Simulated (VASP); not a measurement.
Here is a VASP 6.6.1 calculation.

File INCAR:

```
ALGO = Normal ; EDIFF = 1E-7
ENCUT = 520 ; GGA = PE
ISIF = 2 ; ISMEAR = 0
LASPH = T ; LCHARG = F
LREAL = F ; LWAVE = F
NBANDS = 15 ; NELM = 60
PREC = Accurate ; SIGMA = 0.05
```

Contents of KPOINTS:

```
k-points
0
Gamma
  6 6 6
```

Contents of POSCAR:

```
KBr
1.0
    0.0000000000      3.4571250000      3.2101875000
    3.4571250000      0.0000000000      3.2101875000
    3.4571250000      3.4571250000      0.0000000000
K Br
1 1
Direct
    0.0000000000      0.0000000000      0.0000000000
    0.5000000000      0.5000000000      0.5000000000
```

Potentials or basis: VASP PAW PBE potentials, release 64 (K_sv, Br).

Launch:

```sh
$ cat potpaw_PBE.64/K_sv/POTCAR potpaw_PBE.64/Br/POTCAR > POTCAR
$ mpirun -np 1 vasp_std > vasp.out
```

Problem. Predict the band gap on the k mesh.

Solution. 4.24 eV.

Problem. Predict the pressure.

Solution. 0.0 GPa.

Stress tensor (GPa, compression positive):
```
-0.66  0.00  0.00
 0.00 -0.66  0.00
 0.00  0.00  1.39
```

Caveat: the cell differs from its parent crystal (strain +0.050 along x and y, -0.025 along z).
